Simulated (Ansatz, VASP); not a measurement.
**One calculation of H2S, two programs**

```
S H
1.0
    12.32557    0.00000    0.00000
     0.00000   12.82557    0.00000
     0.00000    0.00000   13.32557
S H
1 2
Direct
  0.52947 0.51106 0.45948
  0.51624 0.43129 0.52448
  0.46635 0.57430 0.51581
```

Alike in both runs: task single point; functional revPBE; dispersion D3(BJ); k mesh 1 × 1 × 1; occupations gaussian, width 0.005 eV; no spin polarisation.

|  | VASP | Ansatz |
| --- | --- | --- |
| version | VASP 6.6.1 | Ansatz 0.2.0 |
| potentials or method | VASP PAW PBE potentials, release 64 (S, H) | scalar-relativistic, plane waves, PAW |
| plane-wave cutoff (eV) | 400 | 420 |
| valence electrons in the cell | 8 | 8 |

```tsv
	VASP	Ansatz	Ansatz less VASP
rms of the force components (eV/Å)	0.018	0.022	+0.0043
```

VASP's potentials were made for PBE, not for revPBE. Atom by atom the forces differ by 0.035 eV/Å (rms over components).
